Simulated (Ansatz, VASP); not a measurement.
This is a calculation of Cu for Ansatz 0.2.0.

Contents of input:

```
crystal:
  lattice:
    - [2.5837974578, 0.0, 0.0]
    - [-1.2918987289, 2.2376342367, 0.0]
    - [0.0, 0.0, 4.1932301247]
  atoms:
    - { symbol: Cu, position: [0.6666666667, 0.3333333333, 0.75] }
    - { symbol: Cu, position: [0.3333333333, 0.6666666667, 0.25] }
hamiltonian:
  xc: hse06
  pseudopotentials: { kind: paw }
kpoints:
  mp_grid: { grid: [8, 8, 4] }
scf:
  occupations: { method: fermi_dirac, width: 0.05 }
output:
  forces: true
  stress: true
  eigenvalues: true
```

Task: Set up the same calculation for VASP 6.6.1. Potentials there: VASP PAW PBE potentials, release 64 (Cu).

Result: As run (the cutoff follows the program's own potentials):

File POSCAR:

```
Cu
1.0
    2.5837974578      0.0000000000      0.0000000000
   -1.2918987289      2.2376342367      0.0000000000
    0.0000000000      0.0000000000      4.1932301247
Cu
2
Direct
    0.6666666667      0.3333333333      0.7500000000
    0.3333333333      0.6666666667      0.2500000000
```

File INCAR.step1:

```
PREC = Accurate
ENCUT = 520
EDIFF = 1E-5
ISMEAR = -1
SIGMA = 0.05
LREAL = F
LASPH = T
NELM = 80
ALGO = Normal
ISIF = 2
LWAVE = T
LCHARG = F
NBANDS = 18
GGA = PE
```

Contents of INCAR.step2:

```
PREC = Accurate
ENCUT = 520
EDIFF = 1E-6
ISMEAR = -1
SIGMA = 0.05
LREAL = F
LASPH = T
NELM = 80
ALGO = Normal
ISIF = 2
LWAVE = F
LCHARG = F
GGA = PE
LHFCALC = T
HFSCREEN = 0.2079
PRECFOCK = Normal
NBANDS = 18
ISTART = 1
```

Contents of KPOINTS:

```
regular mesh
0
Gamma
  8 8 4
```

Potentials or basis: VASP PAW PBE potentials, release 64 (Cu).

Command:

```bash
$ cat potpaw_PBE.64/Cu/POTCAR > POTCAR
$ cp INCAR.step1 INCAR
$ mpirun -np 1 vasp_std > vasp.out
$ cp INCAR.step2 INCAR
$ mpirun -np 1 vasp_std > vasp.out
```

Both were run:

|  | VASP | Ansatz | Ansatz less VASP |
| --- | --- | --- | --- |
| gap on the k mesh at the Fermi level (eV) | none | none | - |
| pressure (GPa) | -0.4 | -0.6 | -0.20 |
| traceless stress, the component that is largest in VASP (GPa) | -1.22 | -1.27 | -0.051 |

A gap of «none» marks a metal or a gap that the smearing closes. VASP's potentials hold 22 valence electrons a cell and Ansatz's 38, so a difference there can come from the potentials and not from the codes.

The k mesh is coarse, so the values compare programs but aren't converged.
